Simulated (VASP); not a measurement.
# Ti (I4/mmm) in VASP: notebook

Ti is run at these levels: LDA; tasks: single point.

All numbers are computed with VASP 6.6.1; they aren't measurements. Logs are shortened: lines on timing, memory, paths and dates and some standing lists are left out, and cuts for length are marked.

## Step 1: The cell of the first run

The structure is tetragonal, space group I4/mmm (No. 139). The conventional cell has a = 3.177 Å, b = 3.177 Å, c = 3.299 Å, α = 90.00°, β = 90.00°, γ = 90.00°. Within 3.7 Å of Ti (site symmetry 4/mmm) lie 14 Ti at 2.79 to 3.30 Å.

## Step 2: Single point, LDA (16.65 Å³/atom)

INCAR

```
SYSTEM = Ti
PREC = Accurate ; ENCUT = 520
EDIFF = 1E-6 ; ISMEAR = 0
SIGMA = 0.15 ; LREAL = .FALSE.
LASPH = .TRUE. ; NELM = 100
ALGO = Fast ; ISIF = 2
LWAVE = .FALSE. ; LCHARG = .FALSE.
GGA = CA ; NBANDS = 12
```

KPOINTS

```
Automatic mesh
0
G
  22 22 22
  0 0 0
```

POSCAR

```
Ti
1.0
    0.0000000000      2.2466201653      1.6496931874
    2.2466201653      0.0000000000      1.6496931874
    2.2466201653      2.2466201653      0.0000000000
Ti
1
Direct
    0.0000000000      0.0000000000      0.0000000000
```

Potentials or basis: VASP PAW LDA potentials, release 64 (Ti_sv).

Launch:

```
cat potpaw_LDA.64/Ti_sv/POTCAR > POTCAR
mpirun -np 1 vasp_std > vasp.out
```

OUTCAR:

```text
SYSTEM = Ti
   PREC = Accurate
   ENCUT = 520
   EDIFF = 1E-6
   ISMEAR = 0
   LREAL = .FALSE.
   LASPH = .TRUE.
   NELM = 100
   ISIF = 2
   GGA = CA

 ion  position               nearest neighbor table
   1  0.000  0.000  0.000-

  LATTYP: Found a body centered tetragonal cell.
 ALAT       =     3.1772007073
 C/A-ratio  =     1.0384570189

  Lattice vectors:

 A1 = (   0.0000000000,  -2.2466201653,  -1.6496931874)
 A2 = (   0.0000000000,   2.2466201653,  -1.6496931874)
 A3 = (   2.2466201653,   0.0000000000,   1.6496931874)

Analysis of symmetry for initial positions (statically):
=====================================================================
 Subroutine PRICEL returns:
 Original cell was already a primitive cell.

 Routine SETGRP: Setting up the symmetry group for a
 body centered tetragonal supercell.

 Subroutine GETGRP returns: Found 16 space group operations
 (whereof 16 operations were pure point group operations)
 out of a pool of 16 trial point group operations.

The static configuration has the point symmetry D_4h.

Analysis of symmetry for dynamics (positions and initial velocities):
=====================================================================
 Subroutine PRICEL returns:
 Original cell was already a primitive cell.

 Routine SETGRP: Setting up the symmetry group for a
 body centered tetragonal supercell.

 Subroutine GETGRP returns: Found 16 space group operations
 (whereof 16 operations were pure point group operations)
 out of a pool of 16 trial point group operations.

The dynamic configuration has the point symmetry D_4h.

 Subroutine INISYM returns: Found 16 space group operations
 (whereof 16 operations are pure point group operations),
 and found     1 'primitive' translations

----------------------------------------------------------------------------------------

                                     Primitive cell

  volume of cell :      16.6530

  direct lattice vectors                    reciprocal lattice vectors
     0.000000000  2.246620165  1.649693187    -0.222556535  0.222556535  0.303086661
     2.246620165  0.000000000  1.649693187     0.222556535 -0.222556535  0.303086661
     2.246620165  2.246620165  0.000000000     0.222556535  0.222556535 -0.303086661

  length of vectors
     2.787254882  2.787254882  3.177200707     0.436948907  0.436948907  0.436948907

  position of ions in fractional coordinates (direct lattice)
     0.000000000  0.000000000  0.000000000

  ion indices of the primitive-cell ions
   primitive index   ion index
                 1           1

----------------------------------------------------------------------------------------

 KPOINTS: Automatic mesh

Automatic generation of k-mesh.
 Grid dimensions read from file:
 generate k-points for:   22   22   22

 Generating k-lattice:

  Cartesian coordinates                     Fractional coordinates (reciprocal lattice)
    -0.010116206  0.010116206  0.013776666     0.045454545  0.000000000  0.000000000
     0.010116206 -0.010116206  0.013776666     0.000000000  0.045454545  0.000000000
     0.010116206  0.010116206 -0.013776666    -0.000000000 -0.000000000  0.045454545

  Length of vectors
     0.019861314  0.019861314  0.019861314

  Shift w.r.t. Gamma in fractional coordinates (k-lattice)
     0.000000000  0.000000000  0.000000000

 Subroutine IBZKPT returns following result:
 ===========================================

 Found    834 irreducible k-points:

 Following reciprocal coordinates:
            Coordinates               Weight
  0.000000  0.000000  0.000000      1.000000
  0.045455  0.000000  0.000000      8.000000
  0.090909  0.000000  0.000000      8.000000
  0.136364  0.000000  0.000000      8.000000
  0.181818  0.000000  0.000000      8.000000
  0.227273  0.000000  0.000000      8.000000
[... 16 lines left out ...]
  0.500000  0.045455  0.000000      8.000000
 -0.454545  0.045455  0.000000      8.000000
 [... further k-points ...]
   k-points           NKPTS =    834   k-points in BZ     NKDIM =    834   number of bands    NBANDS=     12
   number of dos      NEDOS =    301   number of ions     NIONS =      1
   total plane-waves  NPLWV =  13824
   dimension x,y,z NGX =    24 NGY =   24 NGZ =   24
   dimension x,y,z NGXF=    48 NGYF=   48 NGZF=   48
   ions per type =               1
   NGX,Y,Z   is equivalent  to a cutoff of  14.31, 14.31, 12.56 a.u.
   NGXF,Y,Z  is equivalent  to a cutoff of  28.63, 28.63, 25.12 a.u.
 SYSTEM =  Ti
   PREC   = accura    normal or accurate (medium, high low for compatibility)
   ISTART =      0    job   : 0-new  1-cont  2-samecut
   ICHARG =      2    charge: 1-file 2-atom 10-const
   ISPIN  =      1    spin polarized calculation?
   LNONCOLLINEAR =      F non collinear calculations
   LSORBIT =      F    spin-orbit coupling
   LASPH  =      T    aspherical Exc in radial PAW
   ENCUT  =  520.0 eV  38.22 Ry    6.18 a.u.   5.18  5.18  5.91*2*pi/ulx,y,z
   NELM   =    100;   NELMIN=  2; NELMDL= -5     # of ELM steps
   EDIFF  = 0.1E-05   stopping-criterion for ELM
   LREAL  =      F    real-space projection
   EDIFFG = 0.1E-04   stopping-criterion for IOM
   NSW    =      0    number of steps for IOM
   IBRION =     -1    ionic relax: 0-MD 1-quasi-New 2-CG
   NFREE  =      0    steps in history (QN), initial steepest desc. (CG)
   ISIF   =      2    stress and relaxation
   ISYM   =      2    0-nonsym 1-usesym 2-fastsym
   POTIM  = 0.5000    time-step for ionic-motion
   TEBEG  =    0.0;   TEEND  =   0.0 temperature during run
   PSTRESS=    0.0 pullay stress
   NELECT =      12.0000    total number of electrons
   NUPDOWN=      -1.0000    fix difference up-down
   EMIN   =  10.00;   EMAX   =-10.00  energy-range for DOS
   EFERMI =   0.00;   METHOD = LEGACY
   ISMEAR =     0;   SIGMA  =   0.15  broadening in eV -4-tet -1-fermi 0-gaus
   EFERMI_NEDOS =   21; number of points for ismear=-14 and -15
   IALGO  =     68    algorithm
   IMIX   =      4    mixing-type and parameters
     AMIX     =   0.40;   BMIX     =  1.00
     AMIX_MAG =   1.60;   BMIX_MAG =  1.00
  volume/ion in A,a.u.               =      16.65       112.38
  Fermi-wavevector in a.u.,A,eV,Ry     =   1.467702  2.773554 29.308961  2.154148
  Thomas-Fermi vector in A             =   2.583288
   LORBIT       =      0    0 simple, 1 ext, 2 COOP (PROOUT), +10 PAW based schemes
   GGA     = CA    functional components
   LHFCALC =     F    Hartree Fock is set to
   AEXX    =    0.0000 exact exchange contribution
   IVDW    =     0    specifies the selected vdW correction
   LEPSILON=     F    determine dielectric tensor
   LRPA    =     F    only Hartree local field effects (RPA)
 non-spin polarized calculation
 RMM-DIIS sequential band-by-band and
 Gauss-broadening in eV      SIGMA  =   0.15
  energy-cutoff  :      520.00
  volume of cell :       16.65
 maximum number of plane-waves:       466
 NGX is ok and might be reduce to    24
   NGX = 11   NGY = 11   NGZ = 11

 number of electron      11.9999999 magnetization

 Free energy of the ion-electron system (eV)
  ---------------------------------------------------
  ext. energy  EPLUGINS =         0.00000000
  ---------------------------------------------------
  free energy    TOTEN  =        -8.45948760 eV

  energy without entropy =       -8.43496222  energy(sigma->0) =       -8.44722491

 E-fermi :   8.2911     XC(G=0): -11.9825

 val. band max:        8.2897869675   @ k =  -0.4545   0.1818   0.0909
 cond. band min:       8.2919074309   @ k =   0.3182   0.1364   0.0000
 fundamental gap:      0.0021204633
 Fermi energy:         8.2911067040

 k-point     1 :       0.0000    0.0000    0.0000
  band No.  band energies     occupation
      1     -47.4676      2.00000
      2     -23.6392      2.00000
      3     -23.6392      2.00000
      4     -23.6374      2.00000
      5       2.3308      2.00000
      6       9.1886      0.00000
      7       9.1886      0.00000
      8       9.4612      0.00000
      9      10.9710      0.00000
     10      11.2893      0.00000
     11      25.6487      0.00000
     12      26.3175      0.00000

 k-point     2 :       0.0455    0.0000    0.0000
  band No.  band energies     occupation
      1     -47.4644      2.00000
      2     -23.6553      2.00000
      3     -23.6441      2.00000
      4     -23.6382      2.00000
      5       2.4040      2.00000
      6       9.1818      0.00000
      7       9.1957      0.00000
      8       9.4753      0.00000
      9      10.9415      0.00000
     10      11.2769      0.00000
     11      25.6299      0.00000
     12      26.2931      0.00000

 k-point     3 :       0.0909    0.0000    0.0000
  band No.  band energies     occupation
      1     -47.4549      2.00000
      2     -23.7044      2.00000
      3     -23.6585      2.00000
      4     -23.6383      2.00000
      5       2.6201      2.00000
      6       9.1527      0.00000
      7       9.1577      0.00000
      8       9.5788      0.00000
      9      10.8600      0.00000
     10      11.2535      0.00000
     11      25.4874      0.00000
     12      26.0673      0.00000
[... 286 lines left out ...]
 k-point    23 :       0.5000    0.0455    0.0000
  band No.  band energies     occupation
      1     -47.3023      2.00000
      2     -24.4314      2.00000
      3     -23.8840      2.00000
      4     -23.6507      2.00000
      5       5.7968      2.00000
      6       7.9904      1.99542
      7       9.3638      0.00000
      8      10.9070      0.00000
      9      11.7369      0.00000
     10      12.7507      0.00000
     11      17.4470      0.00000
     12      22.2935      0.00000

 k-point    24 :      -0.4545    0.0455    0.0000
  band No.  band energies     occupation
      1     -47.3054      2.00000
      2     -24.4171      2.00000
      3     -23.8791      2.00000
      4     -23.6515      2.00000
      5       5.7781      2.00000
      6       8.0123      1.99143
      7       9.2435      0.00000
      8      10.9125      0.00000
      9      11.7077      0.00000
     10      12.6503      0.00000
     11      17.6896      0.00000
     12      22.3780      0.00000

 [... further k-points ...]

------------------------ aborting loop because EDIFF is reached ----------------------------------------

  FORCE on cell =-STRESS in cart. coord.  units (eV):
  Direction    XX          YY          ZZ          XY          YZ          ZX
  --------------------------------------------------------------------------------------
  -------------------------------------------------------------------------------------
  Total       -0.5903875     -0.5903875     -0.5340652      0.0000000     -0.0000000      0.0000000
  in kB      -56.8009042    -56.8009042    -51.3821614      0.0000000     -0.0000000      0.0000000
  external PRESSURE =     -54.9946566 kB  Pullay stress =       0.0000000 kB

 VOLUME and BASIS-vectors are now :
 -----------------------------------------------------------------------------
  energy-cutoff  :      520.00
  volume of cell :       16.65
      direct lattice vectors                 reciprocal lattice vectors
     0.000000000  2.246620165  1.649693187    -0.222556535  0.222556535  0.303086661
     2.246620165  0.000000000  1.649693187     0.222556535 -0.222556535  0.303086661
     2.246620165  2.246620165  0.000000000     0.222556535  0.222556535 -0.303086661

 POSITION                                       TOTAL-FORCE (eV/Angst)
 -----------------------------------------------------------------------------------
      0.00000      0.00000      0.00000         0.000000      0.000000      0.000000
 -----------------------------------------------------------------------------------
    total drift:                               -0.000000      0.000000      0.000000

  FREE ENERGIE OF THE ION-ELECTRON SYSTEM (eV)
  ---------------------------------------------------
  free  energy   TOTEN  =        -8.4594876029 eV

  energy  without entropy=       -8.4349622220  energy(sigma->0) =       -8.44722491
```

Wall time 1.8 min (1 thread of Intel Xeon Platinum 8559C (Emerald Rapids), shared host); peak memory 0.26 GiB.

What came out:

```yaml
Free_energy: -8.4595 eV
Pressure: -5.5 GPa
Band_gap_on_the_k_mesh: zero (bands 6 and 7 overlap by 1.59 eV)
```

Stress tensor (GPa, compression positive):
```
-5.68  0.00  0.00
 0.00 -5.68  0.00
 0.00  0.00 -5.14
```

Caveat: the cell stands under tension.

[end of part 1 of 2]
